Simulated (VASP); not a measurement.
# MgGe2 (C2/m) in VASP: further runs

The runs below take MgGe2 through single point, with PBEsol, LDA.

Program: VASP 6.6.1. These are calculated values, not measurements. Logs are shortened: lines on timing, memory, paths and dates and some standing lists are left out, and cuts for length are marked.

## 1. The cell of the first run

It takes space group C2/m (No. 12, monoclinic). Conventional cell: a = 10.969 Å, b = 3.675 Å, c = 6.769 Å, α = 90.00°, β = 118.17°, γ = 90.00°. Within 3.5 Å of Ge (site symmetry m) lie 5 Ge at 2.68 to 3.15 Å and 5 Mg at 2.87 to 3.14 Å. Within 3.3 Å of Ge (site symmetry m) lie 5 Ge at 2.54 to 3.11 Å and 3 Mg at 2.87 to 2.92 Å. Mg (site symmetry m) has 8 Ge at 2.87 to 3.14 Å and 5 Mg at 3.51 to 3.67 Å within 3.8 Å.

## 2. Single point, PBEsol

File INCAR:

```
SYSTEM = MgGe2
ALGO = Normal
EDIFF = 1E-6
ENCUT = 520
GGA = PS
ISIF = 2
ISMEAR = -1
LASPH = .True.
LCHARG = .True.
LELF = .True.
LREAL = .False.
LVHAR = .True.
LWAVE = .False.
NBANDS = 39
NELM = 80
PREC = Accurate
SIGMA = 0.05
```

File KPOINTS:

```
k-points
0
Gamma
  8 8 5
  0 0 0
```

File POSCAR:

```
MgGe2
1.0
    5.4844269371     -1.8374305521      0.0000000000
    5.4844269371      1.8374305521      0.0000000000
   -3.1960295507      0.0000000000      5.9674521542
Ge Mg
4 2
Direct
    0.5292340000      0.5292340000      0.2936210000
    0.4707660000      0.4707660000      0.7063790000
    0.8803900000      0.8803900000      0.9854400000
    0.1196100000      0.1196100000      0.0145600000
    0.8152860000      0.8152860000      0.3492530000
    0.1847140000      0.1847140000      0.6507470000
```

Potentials or basis: VASP PAW PBE potentials, release 64 (Ge_d, Mg).

Run with:

```bash
> cat potpaw_PBE.64/Ge_d/POTCAR potpaw_PBE.64/Mg/POTCAR > POTCAR
> mpirun -np 1 vasp_std > vasp.out
```

OUTCAR:

```text
SYSTEM = MgGe2
   EDIFF = 1E-6
   ENCUT = 520
   GGA = PS
   ISIF = 2
   ISMEAR = -1
   LASPH = .True.
   LREAL = .False.
   NELM = 80
   PREC = Accurate

 ion  position               nearest neighbor table
   1  0.529  0.529  0.294-   3 2.68   3 2.68   6 2.87   6 2.87   5 2.98   5 3.14   5 3.14
   2  0.471  0.471  0.706-   4 2.68   4 2.68   5 2.87   5 2.87   6 2.98   6 3.14   6 3.14
   3  0.880  0.880  0.985-   4 2.54   1 2.68   1 2.68   5 2.87   6 2.92   6 2.92
   4  0.120  0.120  0.015-   3 2.54   2 2.68   2 2.68   6 2.87   5 2.92   5 2.92
   5  0.815  0.815  0.349-   2 2.87   2 2.87   3 2.87   4 2.92   4 2.92   1 2.98   1 3.14   1 3.14
                             6 3.51   6 3.51   6 3.57
   6  0.185  0.185  0.651-   1 2.87   1 2.87   4 2.87   3 2.92   3 2.92   2 2.98   2 3.14   2 3.14
                             5 3.51   5 3.51   5 3.57

  LATTYP: Found a base centered monoclinic cell.
 ALAT       =    10.9688538742
 B/A-ratio  =     0.3350268995
 C/A-ratio  =     0.6171495446
 COS(beta)  =    -0.4721273096

  Lattice vectors:

 A1 = (   5.4844269371,  -1.8374305521,   0.0000000000)
 A2 = (   5.4844269371,   1.8374305521,   0.0000000000)
 A3 = (  -3.1960295507,   0.0000000000,   5.9674521542)

Analysis of symmetry for initial positions (statically):
=====================================================================
 Subroutine PRICEL returns:
 Original cell was already a primitive cell.

 Routine SETGRP: Setting up the symmetry group for a
 base centered monoclinic supercell.

 Subroutine GETGRP returns: Found  4 space group operations
 (whereof  4 operations were pure point group operations)
 out of a pool of  4 trial point group operations.

The static configuration has the point symmetry C_2h.

Analysis of symmetry for dynamics (positions and initial velocities):
=====================================================================
 Subroutine PRICEL returns:
 Original cell was already a primitive cell.

 Routine SETGRP: Setting up the symmetry group for a
 base centered monoclinic supercell.

 Subroutine GETGRP returns: Found  4 space group operations
 (whereof  4 operations were pure point group operations)
 out of a pool of  4 trial point group operations.

The dynamic configuration has the point symmetry C_2h.

 Subroutine INISYM returns: Found  4 space group operations
 (whereof  4 operations are pure point group operations),
 and found     1 'primitive' translations

----------------------------------------------------------------------------------------

                                     Primitive cell

  volume of cell :     120.2711

  direct lattice vectors                    reciprocal lattice vectors
     5.484426937 -1.837430552  0.000000000     0.091167228 -0.272119128  0.048827062
     5.484426937  1.837430552  0.000000000     0.091167228  0.272119128  0.048827062
    -3.196029551  0.000000000  5.967452154     0.000000000  0.000000000  0.167575705

  length of vectors
     5.784037505  5.784037505  6.769423173     0.291108855  0.291108855  0.167575705

  position of ions in fractional coordinates (direct lattice)
     0.529234000  0.529234000  0.293621000
     0.470766000  0.470766000  0.706379000
     0.880390000  0.880390000  0.985440000
     0.119610000  0.119610000  0.014560000
     0.815286000  0.815286000  0.349253000
     0.184714000  0.184714000  0.650747000

  ion indices of the primitive-cell ions
   primitive index   ion index
                 1           1
                 2           2
                 3           3
                 4           4
                 5           5
                 6           6

----------------------------------------------------------------------------------------

 KPOINTS: k-points

Automatic generation of k-mesh.
 Grid dimensions read from file:
 generate k-points for:    8    8    5

 Generating k-lattice:

  Cartesian coordinates                     Fractional coordinates (reciprocal lattice)
     0.011395903 -0.034014891  0.006103383     0.125000000  0.000000000  0.000000000
     0.011395903  0.034014891  0.006103383     0.000000000  0.125000000  0.000000000
     0.000000000  0.000000000  0.033515141     0.000000000  0.000000000  0.200000000

  Length of vectors
     0.036388607  0.036388607  0.033515141

  Shift w.r.t. Gamma in fractional coordinates (k-lattice)
     0.000000000  0.000000000  0.000000000

 Subroutine IBZKPT returns following result:
 ===========================================

 Found     93 irreducible k-points:

 Following reciprocal coordinates:
            Coordinates               Weight
  0.000000  0.000000  0.000000      1.000000
  0.125000  0.000000  0.000000      4.000000
  0.250000  0.000000  0.000000      4.000000
  0.375000  0.000000  0.000000      4.000000
  0.500000  0.000000  0.000000      2.000000
  0.125000  0.125000  0.000000      2.000000
[... 16 lines left out ...]
  0.125000  0.000000  0.200000      4.000000
  0.250000  0.000000  0.200000      4.000000
 [... further k-points ...]
   k-points           NKPTS =     93   k-points in BZ     NKDIM =     93   number of bands    NBANDS=     39
   number of dos      NEDOS =    301   number of ions     NIONS =      6
   total plane-waves  NPLWV = 115200
   dimension x,y,z NGX =    48 NGY =   48 NGZ =   50
   dimension x,y,z NGXF=    96 NGYF=   96 NGZF=  100
   ions per type =               4   2
   NGX,Y,Z   is equivalent  to a cutoff of  13.80, 13.80, 12.28 a.u.
   NGXF,Y,Z  is equivalent  to a cutoff of  27.59, 27.59, 24.56 a.u.
 SYSTEM =  MgGe2
   PREC   = accura    normal or accurate (medium, high low for compatibility)
   ISTART =      0    job   : 0-new  1-cont  2-samecut
   ICHARG =      2    charge: 1-file 2-atom 10-const
   ISPIN  =      1    spin polarized calculation?
   LNONCOLLINEAR =      F non collinear calculations
   LSORBIT =      F    spin-orbit coupling
   LASPH  =      T    aspherical Exc in radial PAW
   ENCUT  =  520.0 eV  38.22 Ry    6.18 a.u.  10.75 10.75 12.59*2*pi/ulx,y,z
   NELM   =     80;   NELMIN=  2; NELMDL= -5     # of ELM steps
   EDIFF  = 0.1E-05   stopping-criterion for ELM
   LREAL  =      F    real-space projection
   EDIFFG = 0.1E-04   stopping-criterion for IOM
   NSW    =      0    number of steps for IOM
   IBRION =     -1    ionic relax: 0-MD 1-quasi-New 2-CG
   NFREE  =      0    steps in history (QN), initial steepest desc. (CG)
   ISIF   =      2    stress and relaxation
   ISYM   =      2    0-nonsym 1-usesym 2-fastsym
   POTIM  = 0.5000    time-step for ionic-motion
   TEBEG  =    0.0;   TEEND  =   0.0 temperature during run
   PSTRESS=    0.0 pullay stress
   NELECT =      60.0000    total number of electrons
   NUPDOWN=      -1.0000    fix difference up-down
   EMIN   =  10.00;   EMAX   =-10.00  energy-range for DOS
   EFERMI =   0.00;   METHOD = LEGACY
   ISMEAR =    -1;   SIGMA  =   0.05  broadening in eV -4-tet -1-fermi 0-gaus
   EFERMI_NEDOS =   21; number of points for ismear=-14 and -15
   IALGO  =     38    algorithm
   IMIX   =      4    mixing-type and parameters
     AMIX     =   0.40;   BMIX     =  1.00
     AMIX_MAG =   1.60;   BMIX_MAG =  1.00
  volume/ion in A,a.u.               =      20.05       135.27
  Fermi-wavevector in a.u.,A,eV,Ry     =   1.298389  2.453600 22.936896  1.685814
  Thomas-Fermi vector in A             =   2.429721
   LORBIT       =      0    0 simple, 1 ext, 2 COOP (PROOUT), +10 PAW based schemes
   GGA     = PS    functional components
   LHFCALC =     F    Hartree Fock is set to
   AEXX    =    0.0000 exact exchange contribution
   IVDW    =     0    specifies the selected vdW correction
   LEPSILON=     F    determine dielectric tensor
   LRPA    =     F    only Hartree local field effects (RPA)
 non-spin polarized calculation
  energy-cutoff  :      520.00
  volume of cell :      120.27
 maximum number of plane-waves:      3254
 NGX is ok and might be reduce to    48
   NGX = 21   NGY = 21   NGZ = 25

 number of electron      60.0000016 magnetization

 Free energy of the ion-electron system (eV)
  ---------------------------------------------------
  ext. energy  EPLUGINS =         0.00000000
  ---------------------------------------------------
  free energy    TOTEN  =       -23.10585687 eV

  energy without entropy =      -23.08474410  energy(sigma->0) =      -23.09530048

 E-fermi :   5.0240     XC(G=0): -10.3360

 val. band max:        5.0230805021   @ k =   0.5000   0.2500   0.2000
 cond. band min:       5.0404473342   @ k =  -0.2500   0.5000   0.2000
 fundamental gap:      0.0173668321
 Fermi energy:         5.0240369489

 k-point     1 :       0.0000    0.0000    0.0000
  band No.  band energies     occupation
      1     -19.4405      2.00000
      2     -19.4394      2.00000
      3     -19.4348      2.00000
      4     -19.4098      2.00000
      5     -19.4022      2.00000
      6     -19.3972      2.00000
[... 31 lines left out ...]
     38      10.4995      0.00000
     39      11.0610      0.00000

 k-point     2 :       0.1250    0.0000    0.0000
  band No.  band energies     occupation
      1     -19.4385      2.00000
      2     -19.4374      2.00000
      3     -19.4335      2.00000
      4     -19.4096      2.00000
      5     -19.4014      2.00000
      6     -19.3951      2.00000
[... 31 lines left out ...]
     38      11.0989      0.00000
     39      11.3969      0.00000

 k-point     3 :       0.2500    0.0000    0.0000
  band No.  band energies     occupation
      1     -19.4349      2.00000
      2     -19.4319      2.00000
      3     -19.4284      2.00000
      4     -19.4112      2.00000
      5     -19.4003      2.00000
      6     -19.3860      2.00000
[... 832 lines left out ...]
 k-point    23 :       0.1250    0.0000    0.2000
  band No.  band energies     occupation
      1     -19.4393      2.00000
      2     -19.4372      2.00000
      3     -19.4323      2.00000
      4     -19.4091      2.00000
      5     -19.3998      2.00000
      6     -19.3942      2.00000
[... 31 lines left out ...]
     38      10.7205      0.00000
     39      11.5268      0.00000

 k-point    24 :       0.2500    0.0000    0.2000
  band No.  band energies     occupation
      1     -19.4350      2.00000
      2     -19.4337      2.00000
      3     -19.4268      2.00000
      4     -19.4099      2.00000
      5     -19.3994      2.00000
      6     -19.3854      2.00000
[... 31 lines left out ...]
     38      10.5846      0.00000
     39      11.5767      0.00000

 [... further k-points ...]

------------------------ aborting loop because EDIFF is reached ----------------------------------------

  FORCE on cell =-STRESS in cart. coord.  units (eV):
  Direction    XX          YY          ZZ          XY          YZ          ZX
  --------------------------------------------------------------------------------------
  -------------------------------------------------------------------------------------
  Total       -1.3239459     -0.8749184     -1.6487104      0.0000000      0.0000000      0.0062798
  in kB      -17.6367961    -11.6551264    -21.9631100      0.0000000      0.0000000      0.0836556
  external PRESSURE =     -17.0850108 kB  Pullay stress =       0.0000000 kB

 VOLUME and BASIS-vectors are now :
 -----------------------------------------------------------------------------
  energy-cutoff  :      520.00
  volume of cell :      120.27
      direct lattice vectors                 reciprocal lattice vectors
     5.484426937 -1.837430552  0.000000000     0.091167228 -0.272119128  0.048827062
     5.484426937  1.837430552  0.000000000     0.091167228  0.272119128  0.048827062
    -3.196029551  0.000000000  5.967452154     0.000000000  0.000000000  0.167575705

 POSITION                                       TOTAL-FORCE (eV/Angst)
 -----------------------------------------------------------------------------------
      4.86667      0.00000      1.75217        -0.141237      0.000000     -0.021560
      2.90616      0.00000      4.21528         0.141237      0.000000      0.021560
      6.50737      0.00000      5.88057         0.026018      0.000000      0.046784
      1.26545      0.00000      0.08689        -0.026018      0.000000     -0.046784
      7.82653      0.00000      2.08415        -0.013875      0.000000     -0.007167
     -0.05371      0.00000      3.88330         0.013875      0.000000      0.007167
 -----------------------------------------------------------------------------------
    total drift:                               -0.000000     -0.000000      0.000000

  FREE ENERGIE OF THE ION-ELECTRON SYSTEM (eV)
  ---------------------------------------------------
  free  energy   TOTEN  =       -23.1058568711 eV

  energy  without entropy=      -23.0847440975  energy(sigma->0) =      -23.09530048
```

Wall time 9.1 min (1 thread of Intel Xeon 6975P-C, shared host); peak memory 0.56 GiB.

Results:

- Free energy: -23.1059 eV
- Pressure: -1.7 GPa
- Largest force: 0.143 eV/Å
- Band gap on the k mesh: zero (band 30 reaches 6.23 eV, above the bottom of band 31 at 4.36 eV)

Forces on the atoms (eV/Å):
```
Ge  -0.141  0.000 -0.022
Ge   0.141  0.000  0.022
Ge   0.026  0.000  0.047
Ge  -0.026  0.000 -0.047
Mg  -0.014  0.000 -0.007
Mg   0.014  0.000  0.007
```

Stress tensor (GPa, compression positive):
```
-1.76  0.00  0.01
 0.00 -1.17  0.00
 0.01  0.00 -2.20
```

Caveat: the PAW data sets were made with another functional, which shifts forces and pressure a little.

## 3. Single point, LDA

This run uses another cell than the first one, of 20.45 Å³/atom, 1.020 times its volume.

File INCAR:

```
SYSTEM = MgGe2
PREC = Accurate
ENCUT = 520
EDIFF = 1E-6
ISMEAR = -1
SIGMA = 0.05
LREAL = .False.
LASPH = .True.
NELM = 60
ALGO = Normal
ISIF = 2
LWAVE = .False.
LCHARG = .False.
NBANDS = 39
```

File KPOINTS:

```
regular mesh
0
Gamma
  8 8 5
  0 0 0
```

POSCAR, as its differences from that of step 2:

```diff
@@ -2,5 +2,5 @@
 1.0
-    5.4844269371     -1.8374305521      0.0000000000
-    5.4844269371      1.8374305521      0.0000000000
-   -3.1960295507      0.0000000000      5.9674521542
+    5.5214850000     -1.8498460000      0.0000000000
+    5.5214850000      1.8498460000      0.0000000000
+   -3.2176250000      0.0000000000      6.0077740000
 Ge Mg
```

Potentials or basis: VASP PAW LDA potentials, release 64 (Ge_d, Mg).

Run with:

```bash
> cat potpaw_LDA.64/Ge_d/POTCAR potpaw_LDA.64/Mg/POTCAR > POTCAR
> mpirun -np 1 vasp_std > vasp.out
```

Run time: 7.4 min. Hardware: 1 thread of AMD EPYC 9R45 (Zen 5), shared host; peak memory 0.48 GiB.

Results (log left out):

| Item | Value |
| --- | --- |
| Free energy | -24.4472 eV |
| Pressure | -4.7 GPa |
| Largest force | 0.233 eV/Å |
| Band gap on the k mesh | zero (band 30 reaches 5.90 eV, above the bottom of band 31 at 4.06 eV) |

Forces on the atoms (eV/Å):
```
Ge  -0.131  0.000 -0.073
Ge   0.131  0.000  0.073
Ge   0.177  0.000  0.152
Ge  -0.177  0.000 -0.152
Mg  -0.006  0.000 -0.030
Mg   0.006  0.000  0.030
```

Stress tensor (GPa, compression positive):
```
-4.63  0.00 -0.23
 0.00 -3.88  0.00
-0.23  0.00 -5.60
```

Levels at points of the mesh, in eV from the Fermi level:
| k point | band 26 | band 27 | band 28 | band 29 | band 30 | band 31 | band 32 | band 33 | band 34 | band 35 |
| --- | --- | --- | --- | --- | --- | --- | --- | --- | --- | --- |
| (0.00, 0.00, 0.00) | -3.45 | -3.05 | -0.67 | 0.16 | 1.10 | 1.12 | 2.41 | 2.60 | 2.67 | 3.46 |
| (0.50, 0.00, 0.00) | -3.97 | -3.69 | -3.05 | -1.28 | -1.21 | -0.50 | 0.47 | 1.75 | 2.51 | 3.31 |
| (0.50, 0.50, 0.00) | -2.10 | -1.20 | -1.08 | 0.37 | 0.46 | 1.11 | 1.73 | 2.79 | 3.12 | 3.44 |
